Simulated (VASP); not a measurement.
# ScAlTlAs3 (P-6m2) in VASP: notebook, part 2 of 4

VASP 6.6.1. The steps go on from the part before.

## Step 3: Single point, PBE

This run uses another cell than the first one, of the same volume but with other edges.

INCAR reads:

```
SYSTEM = ScAlTlAs3
ALGO     = Normal         ! electronic algorithm
EDIFF    = 1E-7           ! SCF threshold, eV
ENCUT    = 520            ! plane-wave cutoff, eV
GGA      = PE             ! functional
ISIF     = 2              ! what is computed and relaxed
ISMEAR   = 0              ! smearing method
LASPH    = .True.         ! aspherical terms in the spheres
LCHARG   = .False.        ! write CHGCAR
LREAL    = .False.        ! projectors in reciprocal space
LWAVE    = .False.        ! write WAVECAR
NBANDS   = 30             ! bands
NELM     = 60             ! most SCF steps
PREC     = Accurate       ! precision mode
SIGMA    = 0.1            ! smearing width, eV
```

KPOINTS reads:

```
k-points
0
Gamma
  3 3 4
  0 0 0
```

POSCAR reads:

```
ScAlTlAs3
1.0
    6.5994140478     -0.0000000032      0.0000000000
   -3.2997070212      5.7152602170      0.0000000000
    0.0000000000      0.0000000000      3.7309267078
Sc Al Tl As
1 1 1 3
Direct
    0.3333333333      0.6666666667      0.0000000000
    0.0000000000      0.0000000000      0.0000000000
    0.6666666667      0.3333333333      0.0000000000
    0.6801811545      0.8400905773      0.5000000000
    0.1599094227      0.8400905773      0.5000000000
    0.1599094227      0.3198188455      0.5000000000
```

Potentials or basis: VASP PAW PBE potentials, release 64 (Sc_sv, Al, Tl_d, As).

Command:

```sh
$ cat potpaw_PBE.64/Sc_sv/POTCAR potpaw_PBE.64/Al/POTCAR potpaw_PBE.64/Tl_d/POTCAR potpaw_PBE.64/As/POTCAR > POTCAR
$ mpirun -np 1 vasp_std > vasp.out
```

OUTCAR:

```text
SYSTEM = ScAlTlAs3
   EDIFF = 1E-7
   ENCUT = 520
   GGA = PE
   ISIF = 2
   ISMEAR = 0
   LASPH = .True.
   LREAL = .False.
   NELM = 60
   PREC = Accurate

 ion  position               nearest neighbor table
   1  0.333  0.667  0.000-   6 2.72   6 2.72   4 2.72   4 2.72   5 2.72   5 2.72
   2  0.000  0.000  0.000-   5 2.61   5 2.61   6 2.61   6 2.61   4 2.61   4 2.61
   3  0.667  0.333  0.000-
   4  0.680  0.840  0.500-   2 2.61   2 2.61   1 2.72   1 2.72
   5  0.160  0.840  0.500-   2 2.61   2 2.61   1 2.72   1 2.72
   6  0.160  0.320  0.500-   2 2.61   2 2.61   1 2.72   1 2.72

  LATTYP: Found a hexagonal cell.
 ALAT       =     6.5994140478
 C/A-ratio  =     0.5653421169

  Lattice vectors:

 A1 = (   6.5994140478,  -0.0000000032,   0.0000000000)
 A2 = (  -3.2997070212,   5.7152602170,   0.0000000000)
 A3 = (   0.0000000000,   0.0000000000,   3.7309267078)

Analysis of symmetry for initial positions (statically):
=====================================================================
 Subroutine PRICEL returns:
 Original cell was already a primitive cell.

 Routine SETGRP: Setting up the symmetry group for a
 hexagonal supercell.

 Subroutine GETGRP returns: Found 12 space group operations
 (whereof 12 operations were pure point group operations)
 out of a pool of 24 trial point group operations.

The static configuration has the point symmetry D_3h.

Analysis of symmetry for dynamics (positions and initial velocities):
=====================================================================
 Subroutine PRICEL returns:
 Original cell was already a primitive cell.

 Routine SETGRP: Setting up the symmetry group for a
 hexagonal supercell.

 Subroutine GETGRP returns: Found 12 space group operations
 (whereof 12 operations were pure point group operations)
 out of a pool of 24 trial point group operations.

The dynamic configuration has the point symmetry D_3h.

 Subroutine INISYM returns: Found 12 space group operations
 (whereof 12 operations are pure point group operations),
 and found     1 'primitive' translations

----------------------------------------------------------------------------------------

                                     Primitive cell

  volume of cell :     140.7207

  direct lattice vectors                    reciprocal lattice vectors
     6.599414048 -0.000000003  0.000000000     0.151528604  0.087485080  0.000000000
    -3.299707021  5.715260217  0.000000000     0.000000000  0.174970161  0.000000000
     0.000000000  0.000000000  3.730926708     0.000000000  0.000000000  0.268029923

  length of vectors
     6.599414048  6.599414048  3.730926708     0.174970161  0.174970161  0.268029923

  position of ions in fractional coordinates (direct lattice)
     0.333333333  0.666666667  0.000000000
     0.000000000  0.000000000  0.000000000
     0.666666667  0.333333333  0.000000000
     0.680181154  0.840090577  0.500000000
     0.159909423  0.840090577  0.500000000
     0.159909423  0.319818846  0.500000000

  ion indices of the primitive-cell ions
   primitive index   ion index
                 1           1
                 2           2
[... 30 lines left out ...]

 Following reciprocal coordinates:
            Coordinates               Weight
  0.000000  0.000000  0.000000      1.000000
  0.333333  0.000000  0.000000      6.000000
  0.333333  0.333333  0.000000      2.000000
  0.000000  0.000000  0.250000      2.000000
  0.333333  0.000000  0.250000     12.000000
  0.333333  0.333333  0.250000      4.000000
  0.000000  0.000000  0.500000      1.000000
  0.333333  0.000000  0.500000      6.000000
  0.333333  0.333333  0.500000      2.000000
   k-points           NKPTS =      9   k-points in BZ     NKDIM =      9   number of bands    NBANDS=     30
   number of dos      NEDOS =    301   number of ions     NIONS =      6
   total plane-waves  NPLWV =  70000
   dimension x,y,z NGX =    50 NGY =   50 NGZ =   28
   dimension x,y,z NGXF=   100 NGYF=  100 NGZF=   56
   ions per type =               1   1   1   3
   NGX,Y,Z   is equivalent  to a cutoff of  12.60, 12.60, 12.48 a.u.
   NGXF,Y,Z  is equivalent  to a cutoff of  25.19, 25.19, 24.95 a.u.
 SYSTEM =  ScAlTlAs3
   PREC   = accura    normal or accurate (medium, high low for compatibility)
   ISTART =      0    job   : 0-new  1-cont  2-samecut
   ICHARG =      2    charge: 1-file 2-atom 10-const
   ISPIN  =      1    spin polarized calculation?
   LNONCOLLINEAR =      F non collinear calculations
   LSORBIT =      F    spin-orbit coupling
   LASPH  =      T    aspherical Exc in radial PAW
   ENCUT  =  520.0 eV  38.22 Ry    6.18 a.u.  12.27 12.27  6.94*2*pi/ulx,y,z
   NELM   =     60;   NELMIN=  2; NELMDL= -5     # of ELM steps
   EDIFF  = 0.1E-06   stopping-criterion for ELM
   LREAL  =      F    real-space projection
   EDIFFG = 0.1E-05   stopping-criterion for IOM
   NSW    =      0    number of steps for IOM
   IBRION =     -1    ionic relax: 0-MD 1-quasi-New 2-CG
   NFREE  =      0    steps in history (QN), initial steepest desc. (CG)
   ISIF   =      2    stress and relaxation
   ISYM   =      2    0-nonsym 1-usesym 2-fastsym
   POTIM  = 0.5000    time-step for ionic-motion
   TEBEG  =    0.0;   TEEND  =   0.0 temperature during run
   PSTRESS=    0.0 pullay stress
   NELECT =      42.0000    total number of electrons
   NUPDOWN=      -1.0000    fix difference up-down
   EMIN   =  10.00;   EMAX   =-10.00  energy-range for DOS
   EFERMI =   0.00;   METHOD = LEGACY
   ISMEAR =     0;   SIGMA  =   0.10  broadening in eV -4-tet -1-fermi 0-gaus
   EFERMI_NEDOS =   21; number of points for ismear=-14 and -15
   IALGO  =     38    algorithm
   IMIX   =      4    mixing-type and parameters
     AMIX     =   0.40;   BMIX     =  1.00
     AMIX_MAG =   1.60;   BMIX_MAG =  1.00
  volume/ion in A,a.u.               =      23.45       158.27
  Fermi-wavevector in a.u.,A,eV,Ry     =   1.094054  2.067461 16.285535  1.196953
  Thomas-Fermi vector in A             =   2.230351
   LORBIT       =      0    0 simple, 1 ext, 2 COOP (PROOUT), +10 PAW based schemes
   GGA     = PE    functional components
   LHFCALC =     F    Hartree Fock is set to
   AEXX    =    0.0000 exact exchange contribution
   IVDW    =     0    specifies the selected vdW correction
   LEPSILON=     F    determine dielectric tensor
   LRPA    =     F    only Hartree local field effects (RPA)
 non-spin polarized calculation
 Gauss-broadening in eV      SIGMA  =   0.10
  energy-cutoff  :      520.00
  volume of cell :      140.72
 maximum number of plane-waves:      3842
 NGX is ok and might be reduce to    50

 number of electron      42.0000004 magnetization

 Free energy of the ion-electron system (eV)
  ---------------------------------------------------
  ext. energy  EPLUGINS =         0.00000000
  ---------------------------------------------------
  free energy    TOTEN  =       -27.62883759 eV

  energy without entropy =      -27.61562674  energy(sigma->0) =      -27.62223217

 E-fermi :   5.1283     XC(G=0):  -9.7432

 val. band max:        5.1224944636   @ k =   0.3333   0.3333   0.5000
 cond. band min:       5.1534925597   @ k =   0.0000   0.0000   0.5000
 fundamental gap:      0.0309980961
 Fermi energy:         5.1283302537

 k-point     1 :       0.0000    0.0000    0.0000
  band No.  band energies     occupation
      1     -44.6742      2.00000
      2     -23.3900      2.00000
      3     -23.3900      2.00000
      4     -23.2148      2.00000
      5      -7.5676      2.00000
      6      -6.5709      2.00000
[... 286 lines left out ...]
     29       8.3307      0.00000
     30       8.3576      0.00000

------------------------ aborting loop because EDIFF is reached ----------------------------------------

  FORCE on cell =-STRESS in cart. coord.  units (eV):
  Direction    XX          YY          ZZ          XY          YZ          ZX
  --------------------------------------------------------------------------------------
  -------------------------------------------------------------------------------------
  Total        0.1317680      0.1317680      0.1554244     -0.0000000      0.0000000      0.0000000
  in kB        1.5002458      1.5002458      1.7695860     -0.0000000      0.0000000      0.0000000
  external PRESSURE =       1.5900259 kB  Pullay stress =       0.0000000 kB

 VOLUME and BASIS-vectors are now :
 -----------------------------------------------------------------------------
  energy-cutoff  :      520.00
  volume of cell :      140.72
      direct lattice vectors                 reciprocal lattice vectors
     6.599414048 -0.000000003  0.000000000     0.151528604  0.087485080  0.000000000
    -3.299707021  5.715260217  0.000000000     0.000000000  0.174970161  0.000000000
     0.000000000  0.000000000  3.730926708     0.000000000  0.000000000  0.268029923

 POSITION                                       TOTAL-FORCE (eV/Angst)
 -----------------------------------------------------------------------------------
      0.00000      3.81017      0.00000        -0.000000      0.000000      0.000000
      0.00000      0.00000      0.00000        -0.000000      0.000000      0.000000
      3.29971      1.90509      0.00000        -0.000000     -0.000000      0.000000
      1.71674      4.80134      1.86546        -0.008813     -0.005088     -0.000000
     -1.71674      4.80134      1.86546         0.008813     -0.005088     -0.000000
      0.00000      1.82785      1.86546         0.000000      0.010176      0.000000
 -----------------------------------------------------------------------------------
    total drift:                               -0.000000      0.000000     -0.000000

  FREE ENERGIE OF THE ION-ELECTRON SYSTEM (eV)
  ---------------------------------------------------
  free  energy   TOTEN  =       -27.6288375934 eV

  energy  without entropy=      -27.6156267397  energy(sigma->0) =      -27.62223217
```

It took 31 s on 1 thread of AMD EPYC 9R45 (Zen 5), shared host; peak memory 0.23 GiB.

What came out:

* Free energy: -27.6288 eV
* Pressure: 0.2 GPa
* Largest force: 0.010 eV/Å
* Band gap on the k mesh: zero (band 21 reaches 5.33 eV, above the bottom of band 22 at 4.67 eV)

Forces on the atoms (eV/Å):
```
Sc   0.000  0.000  0.000
Al   0.000  0.000  0.000
Tl   0.000  0.000  0.000
As  -0.009 -0.005  0.000
As   0.009 -0.005  0.000
As   0.000  0.010  0.000
```

Caveat: the k points lie up to 0.42 Å⁻¹ apart; spin-orbit coupling is left out, which moves the levels of the heavy elements.

(Part 2 of 4 ends here.)
